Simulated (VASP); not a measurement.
# BeTe (F-43m) in VASP: notebook

The runs below take BeTe through single point, with PBE.

Everything below comes from runs of VASP 6.6.1. Logs are shortened: lines on timing, memory, paths and dates and some standing lists are left out, and cuts for length are marked.

## Step 1: The cell of the first run

It takes space group F-43m (No. 216, cubic). The conventional cell has a = 5.548 Å, b = 5.548 Å, c = 5.548 Å, α = 90.00°, β = 90.00°, γ = 90.00°. Be (site symmetry -43m) has 4 Te at 2.40 Å within 3.2 Å. Within 3.2 Å of Te (site symmetry -43m) lie 4 Be at 2.40 Å.

## Step 2: Single point, PBE (volume changed by -6%)

Input file INCAR:

```
PREC = Accurate
ENCUT = 520
EDIFF = 1E-7
ISMEAR = 0
SIGMA = 0.01
LREAL = False
LASPH = True
NELM = 80
ALGO = Normal
ISIF = 2
LWAVE = False
LCHARG = False
GGA = PE
NBANDS = 11
```

Input file KPOINTS:

```
regular mesh
0
Gamma
  6 6 6
```

Input file POSCAR:

```
BeTe
1.0
    0.0000000000      2.7741703208      2.7741703208
    2.7741703208      0.0000000000      2.7741703208
    2.7741703208      2.7741703208      0.0000000000
Be Te
1 1
Direct
    0.0000000000      0.0000000000      0.0000000000
    0.2500000000      0.2500000000      0.2500000000
```

Potentials or basis: VASP PAW PBE potentials, release 64 (Be, Te).

Command:

```
cat potpaw_PBE.64/Be/POTCAR potpaw_PBE.64/Te/POTCAR > POTCAR
mpirun -np 1 vasp_std > vasp.out
```

OUTCAR:

```text
PREC = Accurate
   ENCUT = 520
   EDIFF = 1E-7
   ISMEAR = 0
   LREAL = False
   LASPH = True
   NELM = 80
   ISIF = 2
   GGA = PE

 ion  position               nearest neighbor table
   1  0.000  0.000  0.000-   2 2.40   2 2.40   2 2.40   2 2.40
   2  0.250  0.250  0.250-   1 2.40   1 2.40   1 2.40   1 2.40

  LATTYP: Found a face centered cubic cell.
 ALAT       =     5.5483406416

  Lattice vectors:

 A1 = (   0.0000000000,   2.7741703208,   2.7741703208)
 A2 = (   2.7741703208,   0.0000000000,   2.7741703208)
 A3 = (   2.7741703208,   2.7741703208,   0.0000000000)

Analysis of symmetry for initial positions (statically):
=====================================================================
 Subroutine PRICEL returns:
 Original cell was already a primitive cell.

 Routine SETGRP: Setting up the symmetry group for a
 face centered cubic supercell.

 Subroutine GETGRP returns: Found 24 space group operations
 (whereof 24 operations were pure point group operations)
 out of a pool of 48 trial point group operations.

The static configuration has the point symmetry T_d .

Analysis of symmetry for dynamics (positions and initial velocities):
=====================================================================
 Subroutine PRICEL returns:
 Original cell was already a primitive cell.

 Routine SETGRP: Setting up the symmetry group for a
 face centered cubic supercell.

 Subroutine GETGRP returns: Found 24 space group operations
 (whereof 24 operations were pure point group operations)
 out of a pool of 48 trial point group operations.

The dynamic configuration has the point symmetry T_d .

 Subroutine INISYM returns: Found 24 space group operations
 (whereof 24 operations are pure point group operations),
 and found     1 'primitive' translations

----------------------------------------------------------------------------------------

                                     Primitive cell

  volume of cell :      42.7001

  direct lattice vectors                    reciprocal lattice vectors
     0.000000000  2.774170321  2.774170321    -0.180234067  0.180234067  0.180234067
     2.774170321  0.000000000  2.774170321     0.180234067 -0.180234067  0.180234067
     2.774170321  2.774170321  0.000000000     0.180234067  0.180234067 -0.180234067

  length of vectors
     3.923269292  3.923269292  3.923269292     0.312174562  0.312174562  0.312174562

  position of ions in fractional coordinates (direct lattice)
     0.000000000  0.000000000  0.000000000
     0.250000000  0.250000000  0.250000000

  ion indices of the primitive-cell ions
   primitive index   ion index
                 1           1
                 2           2

----------------------------------------------------------------------------------------

 KPOINTS: regular mesh

Automatic generation of k-mesh.
 Grid dimensions read from file:
 generate k-points for:    6    6    6

 Generating k-lattice:

  Cartesian coordinates                     Fractional coordinates (reciprocal lattice)
    -0.030039011  0.030039011  0.030039011     0.166666667  0.000000000  0.000000000
     0.030039011 -0.030039011  0.030039011     0.000000000  0.166666667  0.000000000
     0.030039011  0.030039011 -0.030039011     0.000000000  0.000000000  0.166666667

  Length of vectors
     0.052029094  0.052029094  0.052029094

  Shift w.r.t. Gamma in fractional coordinates (k-lattice)
     0.000000000  0.000000000  0.000000000

 Subroutine IBZKPT returns following result:
 ===========================================

 Found     16 irreducible k-points:

 Following reciprocal coordinates:
            Coordinates               Weight
  0.000000  0.000000  0.000000      1.000000
  0.166667  0.000000  0.000000      8.000000
  0.333333  0.000000  0.000000      8.000000
  0.500000  0.000000  0.000000      4.000000
  0.166667  0.166667  0.000000      6.000000
  0.333333  0.166667  0.000000     24.000000
[... 8 lines left out ...]
 -0.333333  0.333333  0.166667     24.000000
 -0.333333  0.500000  0.166667     12.000000
   k-points           NKPTS =     16   k-points in BZ     NKDIM =     16   number of bands    NBANDS=     11
   number of dos      NEDOS =    301   number of ions     NIONS =      2
   total plane-waves  NPLWV =  27000
   dimension x,y,z NGX =    30 NGY =   30 NGZ =   30
   dimension x,y,z NGXF=    60 NGYF=   60 NGZF=   60
   ions per type =               1   1
   NGX,Y,Z   is equivalent  to a cutoff of  12.71, 12.71, 12.71 a.u.
   NGXF,Y,Z  is equivalent  to a cutoff of  25.42, 25.42, 25.42 a.u.
 SYSTEM =  unknown system
   PREC   = accura    normal or accurate (medium, high low for compatibility)
   ISTART =      0    job   : 0-new  1-cont  2-samecut
   ICHARG =      2    charge: 1-file 2-atom 10-const
   ISPIN  =      1    spin polarized calculation?
   LNONCOLLINEAR =      F non collinear calculations
   LSORBIT =      F    spin-orbit coupling
   LASPH  =      T    aspherical Exc in radial PAW
   ENCUT  =  520.0 eV  38.22 Ry    6.18 a.u.   7.29  7.29  7.29*2*pi/ulx,y,z
   NELM   =     80;   NELMIN=  2; NELMDL= -5     # of ELM steps
   EDIFF  = 0.1E-06   stopping-criterion for ELM
   LREAL  =      F    real-space projection
   EDIFFG = 0.1E-05   stopping-criterion for IOM
   NSW    =      0    number of steps for IOM
   IBRION =     -1    ionic relax: 0-MD 1-quasi-New 2-CG
   NFREE  =      0    steps in history (QN), initial steepest desc. (CG)
   ISIF   =      2    stress and relaxation
   ISYM   =      2    0-nonsym 1-usesym 2-fastsym
   POTIM  = 0.5000    time-step for ionic-motion
   TEBEG  =    0.0;   TEEND  =   0.0 temperature during run
   PSTRESS=    0.0 pullay stress
   NELECT =       8.0000    total number of electrons
   NUPDOWN=      -1.0000    fix difference up-down
   EMIN   =  10.00;   EMAX   =-10.00  energy-range for DOS
   EFERMI =   0.00;   METHOD = LEGACY
   ISMEAR =     0;   SIGMA  =   0.01  broadening in eV -4-tet -1-fermi 0-gaus
   EFERMI_NEDOS =   21; number of points for ismear=-14 and -15
   IALGO  =     38    algorithm
   IMIX   =      4    mixing-type and parameters
     AMIX     =   0.40;   BMIX     =  1.00
     AMIX_MAG =   1.60;   BMIX_MAG =  1.00
  volume/ion in A,a.u.               =      21.35       144.08
  Fermi-wavevector in a.u.,A,eV,Ry     =   0.936760  1.770220 11.939377  0.877519
  Thomas-Fermi vector in A             =   2.063802
   LORBIT       =      0    0 simple, 1 ext, 2 COOP (PROOUT), +10 PAW based schemes
   GGA     = PE    functional components
   LHFCALC =     F    Hartree Fock is set to
   AEXX    =    0.0000 exact exchange contribution
   IVDW    =     0    specifies the selected vdW correction
   LEPSILON=     F    determine dielectric tensor
   LRPA    =     F    only Hartree local field effects (RPA)
 non-spin polarized calculation
 Gauss-broadening in eV      SIGMA  =   0.01
  energy-cutoff  :      520.00
  volume of cell :       42.70
 maximum number of plane-waves:      1167
 NGX is ok and might be reduce to    30
   NGX = 15   NGY = 15   NGZ = 15

 number of electron       8.0000000 magnetization

 Free energy of the ion-electron system (eV)
  ---------------------------------------------------
  ext. energy  EPLUGINS =         0.00000000
  ---------------------------------------------------
  free energy    TOTEN  =        -7.58359707 eV

  energy without entropy =       -7.58359707  energy(sigma->0) =       -7.58359707

 E-fermi :   5.7212     XC(G=0):  -9.2370

 val. band max:        5.6138382809   @ k =   0.0000   0.0000   0.0000
 cond. band min:       7.4720584841   @ k =   0.5000   0.5000   0.0000
 fundamental gap:      1.8582202033
 Fermi energy:         5.7211832836

 k-point     1 :       0.0000    0.0000    0.0000
  band No.  band energies     occupation
      1      -6.9891      2.00000
      2       5.6138      2.00000
      3       5.6138      2.00000
      4       5.6138      2.00000
      5       9.1812      0.00000
      6       9.1812      0.00000
      7       9.1812      0.00000
      8       9.7704      0.00000
      9      13.9935      0.00000
     10      15.9507      0.00000
     11      15.9507      0.00000

 k-point     2 :       0.1667    0.0000    0.0000
  band No.  band energies     occupation
      1      -6.7126      2.00000
      2       3.5292      2.00000
      3       5.2032      2.00000
      4       5.2032      2.00000
      5       9.1643      0.00000
      6       9.7578      0.00000
      7       9.7578      0.00000
      8      11.6695      0.00000
      9      14.6088      0.00000
     10      14.7244      0.00000
     11      14.7244      0.00000

 k-point     3 :       0.3333    0.0000    0.0000
  band No.  band energies     occupation
      1      -6.0132      2.00000
      2       0.9378      2.00000
      3       4.6272      2.00000
      4       4.6272      2.00000
      5       8.9119      0.00000
      6      10.2212      0.00000
      7      10.2212      0.00000
      8      13.4569      0.00000
      9      15.1753      0.00000
     10      15.2881      0.00000
     11      15.2881      0.00000

 k-point     4 :       0.5000    0.0000    0.0000
  band No.  band energies     occupation
      1      -5.5280      2.00000
      2      -0.2225      2.00000
      3       4.4028      2.00000
      4       4.4028      2.00000
      5       8.8110      0.00000
      6      10.1793      0.00000
      7      10.1793      0.00000
      8      13.4108      0.00000
      9      16.7561      0.00000
     10      17.2860      0.00000
     11      17.2860      0.00000
[... 127 lines left out ...]
 k-point    14 :       0.5000    0.3333    0.1667
  band No.  band energies     occupation
      1      -5.4798      2.00000
      2       1.0233      2.00000
      3       2.3686      2.00000
      4       3.4902      2.00000
      5       9.5551      0.00000
      6      10.5519      0.00000
      7      10.9710      0.00000
      8      13.5048      0.00000
      9      15.8014      0.00000
     10      16.3034      0.00000
     11      18.5933      0.00000

 k-point    15 :      -0.3333    0.3333    0.1667
  band No.  band energies     occupation
      1      -5.1160      2.00000
      2       0.5242      2.00000
      3       1.9220      2.00000
      4       3.0380      2.00000
      5      10.0638      0.00000
      6      10.3932      0.00000
      7      12.5906      0.00000
      8      13.0017      0.00000
      9      14.4435      0.00000
     10      17.7084      0.00000
     11      18.5390      0.00000

 k-point    16 :      -0.3333    0.5000    0.1667
  band No.  band energies     occupation
      1      -4.9600      2.00000
      2       0.6081      2.00000
      3       2.0112      2.00000
      4       2.3164      2.00000
      5       9.3020      0.00000
      6       9.8705      0.00000
      7      13.1011      0.00000
      8      13.3859      0.00000
      9      16.7621      0.00000
     10      17.7420      0.00000
     11      18.6652      0.00000

------------------------ aborting loop because EDIFF is reached ----------------------------------------

  FORCE on cell =-STRESS in cart. coord.  units (eV):
  Direction    XX          YY          ZZ          XY          YZ          ZX
  --------------------------------------------------------------------------------------
  -------------------------------------------------------------------------------------
  Total        1.1119931      1.1119931      1.1119931     -0.0000000      0.0000000     -0.0000000
  in kB       41.7237477     41.7237477     41.7237477     -0.0000000      0.0000000     -0.0000000
  external PRESSURE =      41.7237477 kB  Pullay stress =       0.0000000 kB

 VOLUME and BASIS-vectors are now :
 -----------------------------------------------------------------------------
  energy-cutoff  :      520.00
  volume of cell :       42.70
      direct lattice vectors                 reciprocal lattice vectors
     0.000000000  2.774170321  2.774170321    -0.180234067  0.180234067  0.180234067
     2.774170321  0.000000000  2.774170321     0.180234067 -0.180234067  0.180234067
     2.774170321  2.774170321  0.000000000     0.180234067  0.180234067 -0.180234067

 POSITION                                       TOTAL-FORCE (eV/Angst)
 -----------------------------------------------------------------------------------
      0.00000      0.00000      0.00000         0.000000     -0.000000     -0.000000
      1.38709      1.38709      1.38709        -0.000000      0.000000      0.000000
 -----------------------------------------------------------------------------------
    total drift:                                0.000000      0.000000      0.000000

  FREE ENERGIE OF THE ION-ELECTRON SYSTEM (eV)
  ---------------------------------------------------
  free  energy   TOTEN  =        -7.5835970714 eV

  energy  without entropy=       -7.5835970714  energy(sigma->0) =       -7.58359707
```

Wall time 12 s (1 thread of Intel Xeon Platinum 8375C at 2.90GHz (Ice Lake), shared host); peak memory 0.16 GiB.

Results:

```
Free energy            : -7.5836 eV
Pressure               : 4.2 GPa
Band gap on the k mesh : 1.86 eV, indirect (least direct gap 3.57 eV)
```

Caveat: spin-orbit coupling is left out, which moves the levels of the heavy elements. A k mesh can miss the band edges.

(Continued in part 2 of 2.)
